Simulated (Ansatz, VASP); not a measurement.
InSe in VASP and in Ansatz

```xyz
4
Lattice="2.1421 1.3095 8.3640 -1.8579 1.2495 8.3040 0.0901 -2.1847 8.2820" Properties=species:S:1:pos:R:3 pbc="T T T"
In    0.0000    0.0000    0.0000
In    0.0420    0.0420    2.7994
Se    0.2304    0.2304   15.3567
Se    0.3106    0.3106   20.7085
```

Change from the starting cell: equal xy, yz and zx shear strains of +3 %, crystal datasets.

Alike in both runs: task electric field gradients; functional PBE; k mesh 7 × 7 × 7; occupations fermi-dirac, width 0.01 eV; no spin polarisation.

|  | VASP | Ansatz |
| --- | --- | --- |
| version | VASP 6.6.1 | Ansatz 0.2.0 |
| potentials or method | VASP PAW PBE potentials, release 64 (In_d, Se), cutoff 520 eV | all-electron PAW with datasets made for the crystal, scalar-relativistic |

Ansatz gave:

| Quantity | Value |
| --- | --- |
| gap on the k mesh at the Fermi level (eV) | 0.72 |
| pressure (GPa) | 3.0 |
| traceless stress, the component that is largest in VASP (GPa) | -1.14 |
| rms of the force components (eV/Å) | 0.212 |
| size of Vzz on the site where it differs most (V/Å²) | 65.9 |

Problem. Estimate VASP's values.

Solution. gap on the k mesh at the Fermi level (eV): 0.71; pressure (GPa): 3.1; traceless stress, the component that is largest in VASP (GPa): -1.15; rms of the force components (eV/Å): 0.218; size of Vzz on the site where it differs most (V/Å²): 62.9.

Atom by atom the forces differ by 0.009 eV/Å (rms over components). Ansatz ran all-electron here, and VASP with PAW potentials.
